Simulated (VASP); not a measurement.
# AlN (Fm-3m) in VASP: notebook, part 3 of 3

VASP 6.6.1.

## (6) Relaxation of cell and atoms, PBEsol, target pressure 14.5 GPa, at which the enthalpy is minimised

File INCAR:

```
SYSTEM = AlN
  PREC = Accurate
  ENCUT = 600
  EDIFF = 1E-7
  ISMEAR = 0
  SIGMA = 0.1
  LREAL = .FALSE.
  LASPH = .TRUE.
  NELM = 120
  ALGO = Normal
  ISIF = 3
  LWAVE = .FALSE.
  LCHARG = .FALSE.
  GGA = PS
  IBRION = 2
  NSW = 80
  EDIFFG = -0.05
  PSTRESS = 145.0
  GGA_COMPAT = .FALSE.
  NELMIN = 4
```

File KPOINTS:

```
regular mesh
0
G
  8 8 8
  0 0 0
```

File POSCAR:

```
AlN
1.0
    0.0000000000      1.9892168054      1.9892168054
    1.9892168054      0.0000000000      1.9892168054
    1.9892168054      1.9892168054      0.0000000000
Al N
1 1
Direct
    0.5000000000      0.5000000000      0.5000000000
    0.0000000000      0.0000000000      0.0000000000
```

Potentials or basis: VASP PAW PBE potentials, release 64 (Al, N).

Command:

```bash
cat potpaw_PBE.64/Al/POTCAR potpaw_PBE.64/N/POTCAR > POTCAR
mpirun -np 1 vasp_std > vasp.out
```

OUTCAR:

```text
SYSTEM = AlN
   PREC = Accurate
   ENCUT = 600
   EDIFF = 1E-7
   ISMEAR = 0
   LREAL = .FALSE.
   LASPH = .TRUE.
   NELM = 120
   ISIF = 3
   GGA = PS
   IBRION = 2
   NSW = 80
   EDIFFG = -0.05
   PSTRESS = 145.0
   NELMIN = 4

 ion  position               nearest neighbor table
   1  0.500  0.500  0.500-   2 1.99   2 1.99   2 1.99   2 1.99   2 1.99   2 1.99
   2  0.000  0.000  0.000-   1 1.99   1 1.99   1 1.99   1 1.99   1 1.99   1 1.99

  LATTYP: Found a face centered cubic cell.
 ALAT       =     3.9784336108

  Lattice vectors:

 A1 = (   0.0000000000,   1.9892168054,   1.9892168054)
 A2 = (   1.9892168054,   0.0000000000,   1.9892168054)
 A3 = (   1.9892168054,   1.9892168054,   0.0000000000)

Analysis of symmetry for initial positions (statically):
=====================================================================
 Subroutine PRICEL returns:
 Original cell was already a primitive cell.

 Routine SETGRP: Setting up the symmetry group for a
 face centered cubic supercell.

 Subroutine GETGRP returns: Found 48 space group operations
 (whereof 48 operations were pure point group operations)
 out of a pool of 48 trial point group operations.

The static configuration has the point symmetry O_h .

Analysis of symmetry for dynamics (positions and initial velocities):
=====================================================================
 Subroutine PRICEL returns:
 Original cell was already a primitive cell.

 Routine SETGRP: Setting up the symmetry group for a
 face centered cubic supercell.

 Subroutine GETGRP returns: Found 48 space group operations
 (whereof 48 operations were pure point group operations)
 out of a pool of 48 trial point group operations.

The dynamic configuration has the point symmetry O_h .

 Subroutine INISYM returns: Found 48 space group operations
 (whereof 48 operations are pure point group operations),
 and found     1 'primitive' translations

----------------------------------------------------------------------------------------

                                     Primitive cell

  volume of cell :      15.7426

  direct lattice vectors                    reciprocal lattice vectors
     0.000000000  1.989216805  1.989216805    -0.251355206  0.251355206  0.251355206
     1.989216805  0.000000000  1.989216805     0.251355206 -0.251355206  0.251355206
     1.989216805  1.989216805  0.000000000     0.251355206  0.251355206 -0.251355206

  length of vectors
     2.813177385  2.813177385  2.813177385     0.435359988  0.435359988  0.435359988

  position of ions in fractional coordinates (direct lattice)
     0.500000000  0.500000000  0.500000000
     0.000000000  0.000000000  0.000000000

  ion indices of the primitive-cell ions
   primitive index   ion index
                 1           1
                 2           2

----------------------------------------------------------------------------------------

 KPOINTS: regular mesh

Automatic generation of k-mesh.
 Grid dimensions read from file:
 generate k-points for:    8    8    8

 Generating k-lattice:

  Cartesian coordinates                     Fractional coordinates (reciprocal lattice)
    -0.031419401  0.031419401  0.031419401     0.125000000  0.000000000  0.000000000
     0.031419401 -0.031419401  0.031419401     0.000000000  0.125000000  0.000000000
     0.031419401  0.031419401 -0.031419401     0.000000000  0.000000000  0.125000000

  Length of vectors
     0.054419998  0.054419998  0.054419998

  Shift w.r.t. Gamma in fractional coordinates (k-lattice)
     0.000000000  0.000000000  0.000000000

 Subroutine IBZKPT returns following result:
 ===========================================

 Found     29 irreducible k-points:

 Following reciprocal coordinates:
            Coordinates               Weight
  0.000000  0.000000  0.000000      1.000000
  0.125000  0.000000  0.000000      8.000000
  0.250000  0.000000  0.000000      8.000000
  0.375000  0.000000  0.000000      8.000000
  0.500000  0.000000  0.000000      4.000000
  0.125000  0.125000  0.000000      6.000000
[... 16 lines left out ...]
  0.500000  0.250000  0.125000     48.000000
 -0.375000  0.250000  0.125000     24.000000
 [... further k-points ...]
   k-points           NKPTS =     29   k-points in BZ     NKDIM =     29   number of bands    NBANDS=      8
   number of dos      NEDOS =    301   number of ions     NIONS =      2
   total plane-waves  NPLWV =  13824
   dimension x,y,z NGX =    24 NGY =   24 NGZ =   24
   dimension x,y,z NGXF=    48 NGYF=   48 NGZF=   48
   ions per type =               1   1
   NGX,Y,Z   is equivalent  to a cutoff of  14.18, 14.18, 14.18 a.u.
   NGXF,Y,Z  is equivalent  to a cutoff of  28.37, 28.37, 28.37 a.u.
 SYSTEM =  AlN
   PREC   = accura    normal or accurate (medium, high low for compatibility)
   ISTART =      0    job   : 0-new  1-cont  2-samecut
   ICHARG =      2    charge: 1-file 2-atom 10-const
   ISPIN  =      1    spin polarized calculation?
   LNONCOLLINEAR =      F non collinear calculations
   LSORBIT =      F    spin-orbit coupling
   LASPH  =      T    aspherical Exc in radial PAW
   ENCUT  =  600.0 eV  44.10 Ry    6.64 a.u.   5.62  5.62  5.62*2*pi/ulx,y,z
   NELM   =    120;   NELMIN=  4; NELMDL= -5     # of ELM steps
   EDIFF  = 0.1E-06   stopping-criterion for ELM
   LREAL  =      F    real-space projection
   EDIFFG = -.5E-01   stopping-criterion for IOM
   NSW    =     80    number of steps for IOM
   IBRION =      2    ionic relax: 0-MD 1-quasi-New 2-CG
   NFREE  =      1    steps in history (QN), initial steepest desc. (CG)
   ISIF   =      3    stress and relaxation
   ISYM   =      2    0-nonsym 1-usesym 2-fastsym
   POTIM  = 0.5000    time-step for ionic-motion
   TEBEG  =    0.0;   TEEND  =   0.0 temperature during run
   PSTRESS=  145.0 pullay stress
   NELECT =       8.0000    total number of electrons
   NUPDOWN=      -1.0000    fix difference up-down
   EMIN   =  10.00;   EMAX   =-10.00  energy-range for DOS
   EFERMI =   0.00;   METHOD = LEGACY
   ISMEAR =     0;   SIGMA  =   0.10  broadening in eV -4-tet -1-fermi 0-gaus
   EFERMI_NEDOS =   21; number of points for ismear=-14 and -15
   IALGO  =     38    algorithm
   IMIX   =      4    mixing-type and parameters
     AMIX     =   0.40;   BMIX     =  1.00
     AMIX_MAG =   1.60;   BMIX_MAG =  1.00
  volume/ion in A,a.u.               =       7.87        53.12
  Fermi-wavevector in a.u.,A,eV,Ry     =   1.306410  2.468756 23.221147  1.706706
  Thomas-Fermi vector in A             =   2.437214
   LORBIT       =      0    0 simple, 1 ext, 2 COOP (PROOUT), +10 PAW based schemes
   GGA     = PS    functional components
   LHFCALC =     F    Hartree Fock is set to
   AEXX    =    0.0000 exact exchange contribution
   IVDW    =     0    specifies the selected vdW correction
   LEPSILON=     F    determine dielectric tensor
   LRPA    =     F    only Hartree local field effects (RPA)
 conjugate gradient relaxation of ions
 non-spin polarized calculation
 Gauss-broadening in eV      SIGMA  =   0.10
  energy-cutoff  :      600.00
  volume of cell :       15.74
 maximum number of plane-waves:       544
 NGX is ok and might be reduce to    24
   NGX = 11   NGY = 11   NGZ = 11

 number of electron       8.0000000 magnetization

 Free energy of the ion-electron system (eV)
  ---------------------------------------------------
  ext. energy  EPLUGINS =         0.00000000
  ---------------------------------------------------
  free energy    TOTEN  =       -15.41498470 eV

  energy without entropy =      -15.41498470  energy(sigma->0) =      -15.41498470

 E-fermi :  11.0258     XC(G=0): -12.6828

 val. band max:       10.5298533317   @ k =   0.0000   0.0000   0.0000
 cond. band min:      15.5572598726   @ k =   0.5000   0.5000   0.0000
 fundamental gap:      5.0274065409
 Fermi energy:        11.0257624930

 k-point     1 :       0.0000    0.0000    0.0000
  band No.  band energies     occupation
      1      -7.4725      2.00000
      2      10.5299      2.00000
      3      10.5299      2.00000
      4      10.5299      2.00000
      5      16.9148      0.00000
      6      22.7064      0.00000
      7      22.7064      0.00000
      8      22.7064      0.00000
[... 243 lines left out ...]
 k-point    24 :      -0.3750    0.2500    0.1250
  band No.  band energies     occupation
      1      -3.4349      2.00000
      2       2.7533      2.00000
      3       6.6126      2.00000
      4       8.4136      2.00000
      5      19.2045      0.00000
      6      19.4294      0.00000
      7      23.2505      0.00000
      8      23.7385      0.00000

 [... further k-points ...]
[... 5 lines left out ...]
  --------------------------------------------------------------------------------------
  -------------------------------------------------------------------------------------
  Total        1.4024591      1.4024591      1.4024591     -0.0000000     -0.0000000      0.0000000
  in kB      142.7330105    142.7330105    142.7330105     -0.0000000     -0.0000000      0.0000000
  external PRESSURE =      -2.2669895 kB  Pullay stress =     145.0000000 kB

 VOLUME and BASIS-vectors are now :
 -----------------------------------------------------------------------------
  energy-cutoff  :      600.00
  volume of cell :       15.74
      direct lattice vectors                 reciprocal lattice vectors
     0.000000000  1.989216805  1.989216805    -0.251355206  0.251355206  0.251355206
     1.989216805  0.000000000  1.989216805     0.251355206 -0.251355206  0.251355206
     1.989216805  1.989216805  0.000000000     0.251355206  0.251355206 -0.251355206

 POSITION                                       TOTAL-FORCE (eV/Angst)
 -----------------------------------------------------------------------------------
      1.98922      1.98922      1.98922         0.000000      0.000000      0.000000
      0.00000      0.00000      0.00000         0.000000      0.000000      0.000000
 -----------------------------------------------------------------------------------
    total drift:                                0.000000     -0.000000     -0.000000

  FREE ENERGIE OF THE ION-ELECTRON SYSTEM (eV)
  ---------------------------------------------------
  free  energy   TOTEN  =       -15.4149846981 eV

  energy  without entropy=      -15.4149846981  energy(sigma->0) =      -15.41498470

  enthalpy is  TOTEN    =       -13.9902507446 eV   P V=        1.4247339535

 reached required accuracy - stopping structural energy minimisation
```

OSZICAR:

```text
N       E                     dE             d eps       ncg     rms          rms(c)
DAV:   1     0.112473590960E+02    0.11247E+02   -0.47820E+03   464   0.106E+03
DAV:   2    -0.166825220204E+02   -0.27930E+02   -0.27140E+02   648   0.153E+02
DAV:   3    -0.170803759565E+02   -0.39785E+00   -0.39785E+00   576   0.216E+01
DAV:   4    -0.170810769674E+02   -0.70101E-03   -0.70101E-03   680   0.898E-01
DAV:   5    -0.170810780835E+02   -0.11161E-05   -0.11161E-05   560   0.282E-02    0.750E+00
DAV:   6    -0.154639963299E+02    0.16171E+01   -0.76754E+00   568   0.198E+01    0.287E+00
DAV:   7    -0.154278012639E+02    0.36195E-01   -0.14967E-01   592   0.332E+00    0.175E+00
DAV:   8    -0.154150017758E+02    0.12799E-01   -0.94390E-03   464   0.132E+00    0.270E-01
DAV:   9    -0.154149708894E+02    0.30886E-04   -0.28055E-04   656   0.137E-01    0.152E-01
DAV:  10    -0.154149856460E+02   -0.14757E-04   -0.23967E-05   576   0.505E-02    0.288E-02
DAV:  11    -0.154149847833E+02    0.86268E-06   -0.25214E-06   584   0.128E-02    0.515E-03
DAV:  12    -0.154149846981E+02    0.85161E-07   -0.15193E-07   288   0.393E-03
   1 F= -.13990251E+02 E0= -.13990251E+02  d E =-.139903E+02
```

Wall time 4.6 s (1 thread of Intel Xeon Platinum 8259CL at 2.50GHz (Skylake/Cascade Lake), shared host); peak memory 0.13 GiB.

What came out:

- Free energy: -15.4150 eV
- Pressure after relaxing: 14.3 GPa
- Band gap on the k mesh: 5.03 eV, indirect (least direct gap 6.38 eV)

Final structure:
```yaml
crystal:
  lattice:
    - [0.00000, 1.98922, 1.98922]
    - [1.98922, 0.00000, 1.98922]
    - [1.98922, 1.98922, 0.00000]
  atoms:
    - { symbol: Al, position: [0.50000, 0.50000, 0.50000] }
    - { symbol: N, position: [0.00000, 0.00000, 0.00000] }
```

Caveat: the relaxation stopped at its first step, so nothing moved; the cell is relaxed towards a set pressure, so the enthalpy falls and the energy may rise; the PAW data sets were made with another functional, which shifts forces and pressure a little.

## (7) Overview

| task | cell | k mesh | smearing | gap on the mesh (eV) | pressure (GPa) |
| --- | --- | --- | --- | --- | --- |
| single point | as given | 8 × 8 × 8 | gaussian 0.1 eV | 5.03 | 14.3 |
| single point | as given | 10 × 10 × 10 | gaussian 0.01 eV | 5.03 | 14.3 |
| single point | as given | 10 × 10 × 10 | gaussian 0.02 eV | 5.03 | 14.3 |
| relaxation of cell and atoms | relaxed to 14.5 GPa | 8 × 8 × 8 | gaussian 0.1 eV | 5.03 | 14.3 |

Alike in all rows: level PBEsol; potentials or basis VASP PAW PBE potentials, release 64 (Al, N); no spin polarisation; cutoff (eV) 600.

On the cell as given the gap runs from 5.03 eV (PBEsol) to 5.03 eV (PBEsol); the meshes differ, which moves gaps too.

Caveats: the PAW data sets were made with another functional, which shifts forces and pressure a little; the relaxation stopped at its first step, so nothing moved (some runs); the cell is relaxed towards a set pressure, so the enthalpy falls and the energy may rise (some runs).

Absolute energies hang on the potentials; compare differences alone.
